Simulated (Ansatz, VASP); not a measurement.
# One calculation of GaSb, two programs

File INCAR:

```
PREC = Accurate
ENCUT = 520
EDIFF = 1E-7
ISMEAR = 0
SIGMA = 0.15
LREAL = False
LASPH = True
NELM = 100
ALGO = Normal
ISIF = 2
LWAVE = False
LCHARG = False
GGA = PE
NBANDS = 16
```

The input KPOINTS:

```
Automatic mesh
0
Gamma
  16 16 16
```

The input POSCAR:

```
GaSb
1.0
    0.0000000000      3.1452140077      2.8935968871
    3.1452140077      0.0000000000      2.8935968871
    3.1452140077      3.1452140077      0.0000000000
Ga Sb
1 1
Direct
    0.0000000000      0.0000000000      0.0000000000
    0.7500000000      0.7500000000      0.7500000000
```

Input for Ansatz:

```yaml
crystal:
  lattice:
    - [0.0, 3.1452140077, 2.8935968871]
    - [3.1452140077, 0.0, 2.8935968871]
    - [3.1452140077, 3.1452140077, 0.0]
  atoms:
    - { symbol: Ga, position: [0.0, 0.0, 0.0] }
    - { symbol: Sb, position: [0.75, 0.75, 0.75] }
basis:
  ecutwfc: 420
kpoints:
  mp_grid: { grid: [16, 16, 16] }
hamiltonian:
  xc: pbe
scf:
  occupations: { method: gaussian, width: 0.15 }
output:
  forces: true
  stress: true
  eigenvalues: true
```

Alike in both runs: task single point; functional PBE; k mesh 16 × 16 × 16; occupations gaussian, width 0.15 eV; no spin polarisation.

|  | VASP | Ansatz |
| --- | --- | --- |
| version | VASP 6.6.1 | Ansatz 0.2.0 |
| potentials or method | VASP PAW PBE potentials, release 64 (Ga_d, Sb), cutoff 520 eV | scalar-relativistic, plane waves, PAW |
| valence electrons in the cell | 18 | 28 |

|  | VASP | Ansatz | Ansatz less VASP |
| --- | --- | --- | --- |
| gap on the k mesh at the Fermi level (eV) | 0.20 | 0.20 | 0.000 |
| least direct gap on the mesh (eV) | 0.29 | 0.29 | +0.003 |
| pressure (GPa) | 2.3 | 2.3 | -0.09 |
| traceless stress, the component that is largest in VASP (GPa) | 1.97 | 1.98 | +0.007 |

VASP's potentials hold 18 valence electrons a cell and Ansatz's 28, so a difference there can come from the potentials and not from the codes.

Spin-orbit coupling is off throughout.
